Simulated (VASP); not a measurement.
Crystal: Ta3Os.

```
Ta Os
1.0
     0.00000    3.22282    3.22282
     3.22282    0.00000    3.22282
     3.22282    3.22282    0.00000
Ta Os
3 1
Direct
  0.25000 0.25000 0.25000
  0.75000 0.75000 0.75000
  0.50000 0.50000 0.50000
  0.00000 0.00000 0.00000
```

```yaml
Program: VASP 6.6.1
Task: relaxation of cell and atoms
Functional: PBEsol
Potentials_or_basis: VASP PAW PBE potentials, release 64 (Ta_pv, Os)
Cutoff: 600 eV
k_mesh: 6 × 6 × 6
Occupations: methfessel-paxton, width 0.1 eV
Spin: no spin polarisation
```

At the start: pressure -5.0 GPa; volume 16.74 Å³/atom.

**Question.** Where does the relaxation end?

**Answer.** Over 3 steps the energy falls by 5.1 meV/atom and the volume is 16.42 Å³/atom (-1.9 %); space group Fm-3m (No. 225, to 0.1 Å) before and after.

The path:
```
step  energy change (eV)  largest force (eV/Å)  pressure (GPa)  volume (Å³)
   1              0.0000                0.0000           -4.97        66.95
   2              0.1600                0.0000           16.81        62.05
   3             -0.0204                0.0000           -0.12        65.68
```

Final structure:
```
Ta Os
1.0
     0.00000    3.20241    3.20241
     3.20241    0.00000    3.20241
     3.20241    3.20241    0.00000
Ta Os
3 1
Direct
  0.25000 0.25000 0.25000
  0.75000 0.75000 0.75000
  0.50000 0.50000 0.50000
  0.00000 0.00000 0.00000
```

Caveat: the PAW data sets were made with another functional, which shifts forces and pressure a little.
